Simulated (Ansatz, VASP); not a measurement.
## Rb in VASP and in Ansatz

Contents of INCAR:

```
SYSTEM = Rb
  PREC = Accurate
  ENCUT = 500
  EDIFF = 1E-6
  ISMEAR = 0
  SIGMA = 0.1
  LREAL = .False.
  LASPH = .True.
  NELM = 120
  ALGO = Normal
  ISIF = 2
  LWAVE = .False.
  LCHARG = .False.
  GGA = PS
  NBANDS = 10
  GGA_COMPAT = .False.
```

File KPOINTS:

```
regular mesh
0
Gamma
  6 6 6
  0 0 0
```

Contents of POSCAR:

```
Rb
1.0
   -2.5449119074      2.5449119074      2.5449119074
    2.5449119074     -2.5449119074      2.5449119074
    2.5449119074      2.5449119074     -2.5449119074
Rb
1
Direct
    0.0000000000      0.0000000000      0.0000000000
```

Input for Ansatz:

```yaml
crystal:
  lattice:
    - [-2.5449119054, 2.5449119054, 2.5449119054]
    - [2.5449119054, -2.5449119054, 2.5449119054]
    - [2.5449119054, 2.5449119054, -2.5449119054]
  atoms:
    - { symbol: Rb, position: [0.0, 0.0, 0.0] }
basis:
  ecutwfc: 420
kpoints:
  mp_grid: { grid: [6, 6, 6] }
hamiltonian:
  xc: pbesol
scf:
  occupations: { method: gaussian, width: 0.1 }
output:
  forces: true
  stress: true
  eigenvalues: true
```

Alike in both runs: task single point; functional PBEsol; k mesh 6 × 6 × 6; occupations gaussian, width 0.1 eV; no spin polarisation.

|  | VASP | Ansatz |
| --- | --- | --- |
| version | VASP 6.6.1 | Ansatz 0.2.0 |
| potentials or method | VASP PAW PBE potentials, release 64 (Rb_sv), cutoff 500 eV | scalar-relativistic, plane waves, PAW |
| valence electrons in the cell | 9 | 9 |

|  | VASP | Ansatz | Ansatz less VASP |
| --- | --- | --- | --- |
| gap on the k mesh at the Fermi level (eV) | none | none | - |
| pressure (GPa) | 1.3 | 1.3 | 0.00 |

VASP's potentials were made for PBE, not for PBEsol. A gap of «none» marks a metal or a gap that the smearing closes.
